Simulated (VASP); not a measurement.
A run of VASP 6.6.1 is set up as follows.

Contents of INCAR:

```
SYSTEM = FeCo
ALGO     = Normal         ! electronic algorithm
EDIFF    = 1E-6           ! SCF threshold, eV
ENCUT    = 600            ! plane-wave cutoff, eV
GGA      = PE             ! functional
GGA_COMPAT= .False.      
ISIF     = 2              ! what is computed and relaxed
ISMEAR   = -1             ! smearing method
ISPIN    = 2              ! spin polarisation
LASPH    = .True.         ! aspherical terms in the spheres
LCHARG   = .False.        ! write CHGCAR
LMAXMIX  = 4              ! l up to which the mixer works
LORBIT   = 11             ! projections on sites
LREAL    = .False.        ! projectors in reciprocal space
LWAVE    = .False.        ! write WAVECAR
MAGMOM   = 3 -3 4 -4      ! initial moments
NBANDS   = 29             ! bands
NELM     = 200            ! most SCF steps
PREC     = Accurate       ! precision mode
SIGMA    = 0.1            ! smearing width, eV
```

File KPOINTS:

```
k-points
0
Gamma
  6 8 6
  0 0 0
```

File POSCAR:

```
FeCo
1.0
   -2.8887510800      0.0000000000     -2.8887510800
    0.0000000000     -2.8887510800      0.0000000000
   -2.8887510800      0.0000000000      2.8887510800
Co Fe
2 2
Direct
    0.0000000000      0.0000000000      0.0000000000
    0.5000000000      0.0000000000      0.5000000000
    0.0000000000      0.5000000000      0.5000000000
    0.5000000000      0.5000000000      0.0000000000
```

Potentials or basis: VASP PAW PBE potentials, release 64 (Co, Fe).

The run is started by

```console
$ cat potpaw_PBE.64/Co/POTCAR potpaw_PBE.64/Fe/POTCAR > POTCAR
$ mpirun -np 1 vasp_std > vasp.out
```

Task: Predict the site moments.

Result: Co +0.80, -0.80; Fe +2.77, -2.77 μB.

Task: Estimate the band gap on the k mesh.

Result: Zero (filled and empty bands overlap).

Task: Estimate the net moment.

Result: 0.00 μB per cell.

Stress tensor (GPa, compression positive):
```
-12.73   0.00   4.57
  0.00  -8.42   0.00
  4.57   0.00 -12.73
```

Caveat: the cell stands under tension; the antiferromagnetic order is the one typed at the start, and another may lie lower.
